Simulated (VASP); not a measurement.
The system is Na3SmP2.

```
Na Sm P
1.0
     4.29924    0.00000    0.00000
     0.00000    4.29924    0.00000
     0.00000    0.00000    7.32834
Na Sm P
3 1 2
Direct
  0.00000 0.50000 0.50000
  0.50000 0.00000 0.50000
  0.50000 0.50000 0.50000
  0.00000 0.00000 0.00000
  0.00000 0.00000 0.27703
  0.00000 0.00000 0.72297
```

The cell was generated, and may not be a known phase.

| Quantity | Value |
| --- | --- |
| Program | VASP 6.6.1 |
| Task | relaxation of cell and atoms |
| Functional | PBE |
| Potentials or basis | VASP PAW PBE potentials, release 64 (Na_pv, Sm_3, P), 4f in core |
| Cutoff | 500 eV |
| k mesh | 4 × 4 × 4 |
| Occupations | gaussian, width 0.1 eV |
| Spin | no spin polarisation |

At the start: pressure 28.0 GPa; volume 22.58 Å³/atom.

Task: Where does the relaxation end?

Result: Over 28 steps the energy falls by 1397.6 meV/atom and the volume is 39.08 Å³/atom (+73.1 %); space group P4/mmm (No. 123, to 0.1 Å) before and after.

Step by step:
```csv
step,energy change (eV),largest force (eV/Å),pressure (GPa),volume (Å³)
1,0.0000,11.6444,28.03,135.45
2,-4.0824,0.3573,-0.87,224.17
3,-5.7319,0.8142,3.21,174.14
4,-5.7650,0.7056,3.68,171.97
5,-5.7896,0.3382,5.03,166.78
6,-6.6999,0.2027,1.55,188.71
7,-7.1386,0.6394,-0.56,214.00
8,-7.1959,0.9741,-2.10,268.57
9,-7.2591,0.9602,-1.74,243.34
10,-7.6232,2.0934,-0.04,236.45
11,-7.7019,3.3416,0.56,233.33
12,-7.4798,4.5981,3.70,226.37
13,-7.7046,3.8215,1.11,231.82
14,-7.8806,3.6296,1.46,231.20
15,-7.9477,1.4936,3.10,229.45
16,-7.9951,2.8187,2.22,230.28
17,-7.9986,2.5781,2.39,230.10
18,-8.1893,1.5447,1.67,232.67
19,-8.3474,0.6156,0.49,238.28
20,-8.3670,0.3242,0.21,239.10
21,-8.3786,0.1224,-0.24,240.53
22,-8.3787,0.0941,-0.21,240.43
23,-8.3799,0.0636,-0.21,239.99
24,-8.3825,0.0277,-0.20,238.66
25,-8.3831,0.2102,-0.18,235.99
26,-8.3836,0.1376,-0.18,237.06
27,-8.3850,0.0822,-0.09,235.79
28,-8.3855,0.0240,0.00,234.47
```

Final structure:
```
Na Sm P
1.0
     5.68083    0.00000    0.00000
     0.00000    5.68083    0.00000
     0.00000    0.00000    7.26550
Na Sm P
3 1 2
Direct
  0.00000 0.50000 0.50000
  0.50000 0.00000 0.50000
  0.50000 0.50000 0.50000
  0.00000 0.00000 0.00000
  0.00000 0.00000 0.35315
  0.00000 0.00000 0.64685
```

Caveat: the k points lie up to 0.28 Å⁻¹ apart in the final cell; the volume moved by over 15 % at a fixed basis, so the end points are rough.
